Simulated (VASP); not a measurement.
A run of VASP 6.6.1 is set up as follows.

The input POSCAR:

```
Au
1.0
    2.8902925736      0.0000000000      0.0000000000
   -1.4451462868      2.5030667931      0.0000000000
    0.0000000000      0.0000000000      4.8647156948
Au
2
Direct
    0.3485237125      0.6649016845      0.7530161076
    0.6514762875      0.3350983155      0.2469838924
```

File INCAR.step1:

```
  ALGO = Normal
  EDIFF = 1E-4
  ENCUT = 520
  GGA = PE
  ISMEAR = 0
  LASPH = True
  LCHARG = False
  LREAL = False
  LWAVE = True
  NBANDS = 18
  NELM = 100
  PREC = Accurate
  SIGMA = 0.15
```

Contents of INCAR.step2:

```
  ALGO = Normal
  EDIFF = 1E-6
  ENCUT = 520
  ISIF = 2
  ISMEAR = 0
  ISTART = 1
  LASPH = True
  LCHARG = False
  LMIXTAU = True
  LREAL = False
  LWAVE = False
  METAGGA = R2SCAN
  NBANDS = 18
  NELM = 100
  PREC = Accurate
  SIGMA = 0.15
```

KPOINTS

```
k-points
0
Gamma
  12 12 8
```

Potentials or basis: VASP PAW PBE potentials, release 64 (Au).

Command:

```bash
$ cat potpaw_PBE.64/Au/POTCAR > POTCAR
$ cp INCAR.step1 INCAR
$ mpirun -np 1 vasp_std > vasp.out
$ cp INCAR.step2 INCAR
$ mpirun -np 1 vasp_std > vasp.out
```

**Question.** Estimate the pressure.

**Answer.** 0.5 GPa.

**Question.** Predict the band gap on the k mesh.

**Answer.** Zero (bands 11 and 12 overlap by 7.03 eV).

**Question.** Estimate the largest force.

**Answer.** 0.205 eV/Å.

Forces in eV/Å, atoms in the order of the input:
```
Au  -0.046  0.014 -0.199
Au   0.046 -0.014  0.199
```

Caveat: the cell differs from its parent crystal (atoms moved at random); the PAW data sets were made with another functional, which shifts forces and pressure a little; spin-orbit coupling is left out, which moves the levels of the heavy elements.
